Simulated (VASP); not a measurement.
# ZnO (P6_3mc) in VASP: notebook

Runs on ZnO. Level: LDA. Tasks: single point.

Program: VASP 6.6.1. These are calculated values, not measurements. Logs are shortened: lines on timing, memory, paths and dates and some standing lists are left out, and cuts for length are marked.

## (1) The cell of the first run

It takes space group P6_3mc (No. 186, hexagonal). The conventional cell has a = 3.260 Å, b = 3.260 Å, c = 5.221 Å, α = 90.00°, β = 90.00°, γ = 120.00°. Within 2.6 Å of Zn (site symmetry 3m) lie 4 O at 1.98 to 1.99 Å. Within 2.6 Å of O (site symmetry 3m) lie 4 Zn at 1.98 to 1.99 Å.

## (2) Single point, LDA (volume scaled by 1.01)

File INCAR:

```
PREC = Accurate
ENCUT = 520
EDIFF = 1E-6
ISMEAR = -1
SIGMA = 0.01
LREAL = F
LASPH = T
NELM = 80
ALGO = Normal
ISIF = 2
LWAVE = F
LCHARG = F
NBANDS = 26
```

File KPOINTS:

```
regular mesh
0
Gamma
  8 8 5
```

File POSCAR:

```
ZnO
1.0
    3.2601941478      0.0000000000      0.0000000000
   -1.6300970738      2.8234109532      0.0000000000
    0.0000000000      0.0000000000      5.2210884991
Zn O
2 2
Direct
    0.3333333333      0.6666666667      0.0000000000
    0.6666666667      0.3333333333      0.5000000000
    0.3333333333      0.6666666667      0.3821000000
    0.6666666667      0.3333333333      0.8821000000
```

Potentials or basis: VASP PAW LDA potentials, release 64 (Zn, O).

Started as:

```sh
cat potpaw_LDA.64/Zn/POTCAR potpaw_LDA.64/O/POTCAR > POTCAR
mpirun -np 1 vasp_std > vasp.out
```

OUTCAR:

```text
PREC = Accurate
   ENCUT = 520
   EDIFF = 1E-6
   ISMEAR = -1
   LREAL = F
   LASPH = T
   NELM = 80
   ISIF = 2

 ion  position               nearest neighbor table
   1  0.333  0.667  0.000-   4 1.98   4 1.98   4 1.98   3 1.99
   2  0.667  0.333  0.500-   3 1.98   3 1.98   3 1.98   4 1.99
   3  0.333  0.667  0.382-   2 1.98   2 1.98   2 1.98   1 1.99
   4  0.667  0.333  0.882-   1 1.98   1 1.98   1 1.98   2 1.99

  LATTYP: Found a hexagonal cell.
 ALAT       =     3.2601941478
 C/A-ratio  =     1.6014655148

  Lattice vectors:

 A1 = (   3.2601941478,   0.0000000000,   0.0000000000)
 A2 = (  -1.6300970738,   2.8234109532,   0.0000000000)
 A3 = (   0.0000000000,   0.0000000000,   5.2210884991)

Analysis of symmetry for initial positions (statically):
=====================================================================
 Subroutine PRICEL returns:
 Original cell was already a primitive cell.

 Routine SETGRP: Setting up the symmetry group for a
 hexagonal supercell.

 Subroutine GETGRP returns: Found 12 space group operations
 (whereof  6 operations were pure point group operations)
 out of a pool of 24 trial point group operations.

The static configuration has the point symmetry C_3v.
 The point group associated with its full space group is C_6v.

Analysis of symmetry for dynamics (positions and initial velocities):
=====================================================================
 Subroutine PRICEL returns:
 Original cell was already a primitive cell.

 Routine SETGRP: Setting up the symmetry group for a
 hexagonal supercell.

 Subroutine GETGRP returns: Found 12 space group operations
 (whereof  6 operations were pure point group operations)
 out of a pool of 24 trial point group operations.

The dynamic configuration has the point symmetry C_3v.
 The point group associated with its full space group is C_6v.

 Subroutine INISYM returns: Found 12 space group operations
 (whereof  6 operations are pure point group operations),
 and found     1 'primitive' translations

----------------------------------------------------------------------------------------

                                     Primitive cell

  volume of cell :      48.0594

  direct lattice vectors                    reciprocal lattice vectors
     3.260194148  0.000000000  0.000000000     0.306730199  0.177090763  0.000000000
    -1.630097074  2.823410953  0.000000000     0.000000000  0.354181526  0.000000000
     0.000000000  0.000000000  5.221088499     0.000000000  0.000000000  0.191530942

  length of vectors
     3.260194148  3.260194148  5.221088499     0.354181526  0.354181526  0.191530942

  position of ions in fractional coordinates (direct lattice)
     0.333333333  0.666666667  0.000000000
     0.666666667  0.333333333  0.500000000
     0.333333333  0.666666667  0.382100000
     0.666666667  0.333333333  0.882100000

  ion indices of the primitive-cell ions
   primitive index   ion index
                 1           1
                 2           2
                 3           3
                 4           4

----------------------------------------------------------------------------------------

 KPOINTS: regular mesh

Automatic generation of k-mesh.
 Grid dimensions read from file:
 generate k-points for:    8    8    5

 Generating k-lattice:

  Cartesian coordinates                     Fractional coordinates (reciprocal lattice)
     0.038341275  0.022136345  0.000000000     0.125000000 -0.000000000  0.000000000
     0.000000000  0.044272691  0.000000000     0.000000000  0.125000000  0.000000000
     0.000000000  0.000000000  0.038306188     0.000000000  0.000000000  0.200000000

  Length of vectors
     0.044272691  0.044272691  0.038306188

  Shift w.r.t. Gamma in fractional coordinates (k-lattice)
     0.000000000  0.000000000  0.000000000

 Subroutine IBZKPT returns following result:
 ===========================================

 Found     30 irreducible k-points:

 Following reciprocal coordinates:
            Coordinates               Weight
  0.000000  0.000000  0.000000      1.000000
  0.125000  0.000000  0.000000      6.000000
  0.250000  0.000000  0.000000      6.000000
  0.375000  0.000000  0.000000      6.000000
  0.500000  0.000000  0.000000      3.000000
  0.125000  0.125000  0.000000      6.000000
[... 16 lines left out ...]
  0.250000  0.000000  0.400000     12.000000
  0.375000  0.000000  0.400000     12.000000
 [... further k-points ...]
   k-points           NKPTS =     30   k-points in BZ     NKDIM =     30   number of bands    NBANDS=     26
   number of dos      NEDOS =    301   number of ions     NIONS =      4
   total plane-waves  NPLWV =  23040
   dimension x,y,z NGX =    24 NGY =   24 NGZ =   40
   dimension x,y,z NGXF=    48 NGYF=   48 NGZF=   80
   ions per type =               2   2
   NGX,Y,Z   is equivalent  to a cutoff of  12.24, 12.24, 12.74 a.u.
   NGXF,Y,Z  is equivalent  to a cutoff of  24.48, 24.48, 25.47 a.u.
 SYSTEM =  unknown system
   PREC   = accura    normal or accurate (medium, high low for compatibility)
   ISTART =      0    job   : 0-new  1-cont  2-samecut
   ICHARG =      2    charge: 1-file 2-atom 10-const
   ISPIN  =      1    spin polarized calculation?
   LNONCOLLINEAR =      F non collinear calculations
   LSORBIT =      F    spin-orbit coupling
   LASPH  =      T    aspherical Exc in radial PAW
   ENCUT  =  520.0 eV  38.22 Ry    6.18 a.u.   6.06  6.06  9.71*2*pi/ulx,y,z
   NELM   =     80;   NELMIN=  2; NELMDL= -5     # of ELM steps
   EDIFF  = 0.1E-05   stopping-criterion for ELM
   LREAL  =      F    real-space projection
   EDIFFG = 0.1E-04   stopping-criterion for IOM
   NSW    =      0    number of steps for IOM
   IBRION =     -1    ionic relax: 0-MD 1-quasi-New 2-CG
   NFREE  =      0    steps in history (QN), initial steepest desc. (CG)
   ISIF   =      2    stress and relaxation
   ISYM   =      2    0-nonsym 1-usesym 2-fastsym
   POTIM  = 0.5000    time-step for ionic-motion
   TEBEG  =    0.0;   TEEND  =   0.0 temperature during run
   PSTRESS=    0.0 pullay stress
   NELECT =      36.0000    total number of electrons
   NUPDOWN=      -1.0000    fix difference up-down
   EMIN   =  10.00;   EMAX   =-10.00  energy-range for DOS
   EFERMI =   0.00;   METHOD = LEGACY
   ISMEAR =    -1;   SIGMA  =   0.01  broadening in eV -4-tet -1-fermi 0-gaus
   EFERMI_NEDOS =   21; number of points for ismear=-14 and -15
   IALGO  =     38    algorithm
   IMIX   =      4    mixing-type and parameters
     AMIX     =   0.40;   BMIX     =  1.00
     AMIX_MAG =   1.60;   BMIX_MAG =  1.00
  volume/ion in A,a.u.               =      12.01        81.08
  Fermi-wavevector in a.u.,A,eV,Ry     =   1.486789  2.809625 30.076260  2.210543
  Thomas-Fermi vector in A             =   2.600032
   LORBIT       =      0    0 simple, 1 ext, 2 COOP (PROOUT), +10 PAW based schemes
   GGA     = CA    functional components
   LHFCALC =     F    Hartree Fock is set to
   AEXX    =    0.0000 exact exchange contribution
   IVDW    =     0    specifies the selected vdW correction
   LEPSILON=     F    determine dielectric tensor
   LRPA    =     F    only Hartree local field effects (RPA)
 non-spin polarized calculation
  energy-cutoff  :      520.00
  volume of cell :       48.06
 maximum number of plane-waves:      1308
   NGX = 13   NGY = 13   NGZ = 19

 number of electron      36.0000020 magnetization

 Free energy of the ion-electron system (eV)
  ---------------------------------------------------
  ext. energy  EPLUGINS =         0.00000000
  ---------------------------------------------------
  free energy    TOTEN  =       -21.10282366 eV

  energy without entropy =      -21.10282366  energy(sigma->0) =      -21.10282366

 E-fermi :   1.0335     XC(G=0): -11.4124

 val. band max:        0.7907858214   @ k =   0.0000   0.0000   0.0000
 cond. band min:       1.5171769165   @ k =   0.0000   0.0000   0.0000
 fundamental gap:      0.7263910952
 Fermi energy:         1.0335184444

 k-point     1 :       0.0000    0.0000    0.0000
  band No.  band energies     occupation
      1     -16.9333      2.00000
      2     -16.1741      2.00000
      3      -4.9459      2.00000
      4      -4.9459      2.00000
      5      -4.8623      2.00000
      6      -4.8130      2.00000
[... 18 lines left out ...]
     25      14.6317      0.00000
     26      14.6317      0.00000

 k-point     2 :       0.1250    0.0000    0.0000
  band No.  band energies     occupation
      1     -16.8458      2.00000
      2     -16.1360      2.00000
      3      -5.0359      2.00000
      4      -4.8960      2.00000
      5      -4.8220      2.00000
      6      -4.7743      2.00000
[... 18 lines left out ...]
     25      14.7528      0.00000
     26      14.8091      0.00000

 k-point     3 :       0.2500    0.0000    0.0000
  band No.  band energies     occupation
      1     -16.6190      2.00000
      2     -16.0510      2.00000
      3      -5.1917      2.00000
      4      -4.8512      2.00000
      5      -4.7869      2.00000
      6      -4.6479      2.00000
[... 18 lines left out ...]
     25      13.8801      0.00000
     26      14.7365      0.00000

 k-point     4 :       0.3750    0.0000    0.0000
  band No.  band energies     occupation
      1     -16.3565      2.00000
      2     -15.9900      2.00000
      3      -5.2283      2.00000
      4      -4.9068      2.00000
      5      -4.7043      2.00000
      6      -4.4445      2.00000
[... 18 lines left out ...]
     25      13.9369      0.00000
     26      14.6401      0.00000

 k-point     5 :       0.5000    0.0000    0.0000
  band No.  band energies     occupation
      1     -16.2209      2.00000
      2     -15.9878      2.00000
      3      -5.1567      2.00000
      4      -4.9646      2.00000
      5      -4.6799      2.00000
      6      -4.3002      2.00000
[... 18 lines left out ...]
     25      13.8101      0.00000
     26      14.7416      0.00000

 k-point     6 :       0.1250    0.1250    0.0000
  band No.  band energies     occupation
      1     -16.6882      2.00000
      2     -16.0744      2.00000
      3      -5.1148      2.00000
      4      -4.8988      2.00000
      5      -4.7557      2.00000
      6      -4.7524      2.00000
[... 427 lines left out ...]
 k-point    21 :       0.0000    0.0000    0.4000
  band No.  band energies     occupation
      1     -16.6810      2.00000
      2     -16.4463      2.00000
      3      -5.1210      2.00000
      4      -5.0738      2.00000
      5      -4.9066      2.00000
      6      -4.9066      2.00000
[... 18 lines left out ...]
     25      13.8701      0.00000
     26      13.8701      0.00000

 k-point    22 :       0.1250    0.0000    0.4000
  band No.  band energies     occupation
      1     -16.6078      2.00000
      2     -16.3884      2.00000
      3      -5.1667      2.00000
      4      -5.1500      2.00000
      5      -4.8496      2.00000
      6      -4.8396      2.00000
[... 18 lines left out ...]
     25      13.6622      0.00000
     26      14.0044      0.00000

 k-point    23 :       0.2500    0.0000    0.4000
  band No.  band energies     occupation
      1     -16.4236      2.00000
      2     -16.2476      2.00000
      3      -5.2921      2.00000
      4      -5.2268      2.00000
      5      -4.7121      2.00000
      6      -4.6987      2.00000
[... 18 lines left out ...]
     25      13.9637      0.00000
     26      14.2046      0.00000

 k-point    24 :       0.3750    0.0000    0.4000
  band No.  band energies     occupation
      1     -16.2238      2.00000
      2     -16.1101      2.00000
      3      -5.3461      2.00000
      4      -5.2742      2.00000
      5      -4.5823      2.00000
      6      -4.5146      2.00000
[... 18 lines left out ...]
     25      14.1098      0.00000
     26      14.3306      0.00000

 [... further k-points ...]
[... 5 lines left out ...]
  --------------------------------------------------------------------------------------
  -------------------------------------------------------------------------------------
  Total       -2.2657093     -2.2657093     -2.0710547     -0.0000000      0.0000000     -0.0000000
  in kB      -75.5328994    -75.5328994    -69.0436190     -0.0000000      0.0000000     -0.0000000
  external PRESSURE =     -73.3698060 kB  Pullay stress =       0.0000000 kB

 VOLUME and BASIS-vectors are now :
 -----------------------------------------------------------------------------
  energy-cutoff  :      520.00
  volume of cell :       48.06
      direct lattice vectors                 reciprocal lattice vectors
     3.260194148  0.000000000  0.000000000     0.306730199  0.177090763  0.000000000
    -1.630097074  2.823410953  0.000000000     0.000000000  0.354181526  0.000000000
     0.000000000  0.000000000  5.221088499     0.000000000  0.000000000  0.191530942

 POSITION                                       TOTAL-FORCE (eV/Angst)
 -----------------------------------------------------------------------------------
     -0.00000      1.88227      0.00000         0.000000     -0.000000      0.040467
      1.63010      0.94114      2.61054         0.000000      0.000000      0.040467
     -0.00000      1.88227      1.99498        -0.000000      0.000000     -0.040467
      1.63010      0.94114      4.60552         0.000000     -0.000000     -0.040467
 -----------------------------------------------------------------------------------
    total drift:                               -0.000001     -0.000001     -0.000236

  FREE ENERGIE OF THE ION-ELECTRON SYSTEM (eV)
  ---------------------------------------------------
  free  energy   TOTEN  =       -21.1028236622 eV

  energy  without entropy=      -21.1028236622  energy(sigma->0) =      -21.10282366
```

It took 57 s on 1 thread of AMD EPYC 7R13, shared host; peak memory 0.13 GiB.

Results:

* Free energy: -21.1028 eV
* Pressure: -7.3 GPa
* Largest force: 0.040 eV/Å
* Band gap on the k mesh: 0.73 eV, direct

Forces on the atoms (eV/Å):
```
Zn   0.000  0.000  0.040
Zn   0.000  0.000  0.040
O    0.000  0.000 -0.040
O    0.000  0.000 -0.040
```

Stress tensor (GPa, compression positive):
```
-7.55  0.00  0.00
 0.00 -7.55  0.00
 0.00  0.00 -6.90
```

Levels at points of the mesh, in eV from the valence-band top:
```csv
k point,band 15,band 16,band 17,band 18,band 19,band 20,band 21,band 22
"(0.00, 0.00, 0.00)",-0.78,-0.09,0.00,0.00,0.73,5.03,8.08,12.58
"(0.50, 0.00, 0.00)",-2.83,-2.27,-1.28,-0.86,5.64,6.69,7.46,8.27
```

## (3) Single point, LDA (volume scaled by 1.04)

File INCAR:

```
ALGO     = Normal         # electronic algorithm
EDIFF    = 1E-7           # SCF threshold, eV
ENCUT    = 520            # plane-wave cutoff, eV
ISIF     = 2              # what is computed and relaxed
ISMEAR   = -1             # smearing method
LASPH    = T              # aspherical terms in the spheres
LCHARG   = F              # write CHGCAR
LREAL    = F              # projectors in reciprocal space
LWAVE    = F              # write WAVECAR
NBANDS   = 26             # bands
NELM     = 80             # most SCF steps
PREC     = Accurate       # precision mode
SIGMA    = 0.01           # smearing width, eV
```

File KPOINTS:

```
k-points
0
Gamma
  8 8 5
```

File POSCAR:

```
ZnO
1.0
    3.2921588739      0.0000000000      0.0000000000
   -1.6460794369      2.8510932180      0.0000000000
    0.0000000000      0.0000000000      5.2722789056
Zn O
2 2
Direct
    0.3333333333      0.6666666667      0.0000000000
    0.6666666667      0.3333333333      0.5000000000
    0.3333333333      0.6666666667      0.3821000000
    0.6666666667      0.3333333333      0.8821000000
```

Potentials or basis: VASP PAW LDA potentials, release 64 (Zn, O).

Started as:

```sh
cat potpaw_LDA.64/Zn/POTCAR potpaw_LDA.64/O/POTCAR > POTCAR
mpirun -np 1 vasp_std > vasp.out
```

It took 60 s on 1 thread of AMD EPYC 7R13, shared host; peak memory 0.13 GiB.

Results (log left out):

```yaml
Free_energy: -21.0231 eV
Pressure: -10.8 GPa
Largest_force: 0.040 eV/Å
Band_gap_on_the_k_mesh: 0.68 eV, direct
```

Forces on the atoms (eV/Å):
```
Zn   0.000  0.000  0.040
Zn   0.000  0.000  0.040
O    0.000  0.000 -0.040
O    0.000  0.000 -0.040
```

Stress tensor (GPa, compression positive):
```
-11.06   0.00   0.00
  0.00 -11.06   0.00
  0.00   0.00 -10.31
```

Levels at points of the mesh, in eV from the valence-band top:
| k point | band 16 | band 17 | band 18 | band 19 | band 20 | band 21 |
| --- | --- | --- | --- | --- | --- | --- |
| (0.00, 0.00, 0.00) | -0.08 | 0.00 | 0.00 | 0.68 | 4.92 | 7.98 |
| (0.50, 0.00, 0.00) | -2.17 | -1.23 | -0.82 | 5.51 | 6.65 | 7.43 |

(Continued in part 2 of 2.)
